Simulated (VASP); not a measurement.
Runs of VASP 6.6.1 on Ca. The structure is that of space group P6_3/mmc (No. 194), or close to it. The cells are those of the table. 

| cell | k mesh | gap on the mesh (eV) | pressure (GPa) |
| --- | --- | --- | --- |
| a = 3.936, b = 3.936, c = 6.474 Å, angles 90.0, 90.0, 120.0°, 2 atoms | 10 × 10 × 6 | none | (c) |
| a = 4.039, b = 4.039, c = 6.643 Å, angles 90.0, 90.0, 120.0°, 2 atoms | 10 × 10 × 6 | none | -1.2 |
| a = 3.936, b = 3.936, c = 6.474 Å, angles 90.0, 90.0, 120.0°, 2 atoms | 9 × 9 × 5 | none | (b) |
| a = 3.829, b = 3.829, c = 6.297 Å, angles 90.0, 90.0, 120.0°, 2 atoms | 10 × 10 × 6 | none | 1.8 |
| a = 4.088, b = 4.088, c = 6.724 Å, angles 90.0, 90.0, 120.0°, 2 atoms | 10 × 10 × 6 | none | -1.6 |
| a = 3.988, b = 3.988, c = 6.560 Å, angles 90.0, 90.0, 120.0°, 2 atoms | 10 × 10 × 6 | none | (a) |
| a = 3.883, b = 3.883, c = 6.387 Å, angles 90.0, 90.0, 120.0°, 2 atoms | 10 × 10 × 6 | none | 0.8 |
| a = 3.772, b = 3.772, c = 6.204 Å, angles 90.0, 90.0, 120.0°, 2 atoms | 10 × 10 × 6 | none | 2.9 |

Alike in all rows: task single point; level r2SCAN; potentials or basis VASP PAW PBE potentials, release 64 (Ca_sv); no spin polarisation; cutoff (eV) 520; smearing fermi-dirac 0.1 eV.

Problem. Fill in the values left out.

Solution. (a) -0.6; (b) 0.0; (c) 0.1.

Caveats: the PAW data sets were made with another functional, which shifts forces and pressure a little.

A gap of «none» marks levels without a gap at the run's occupations.
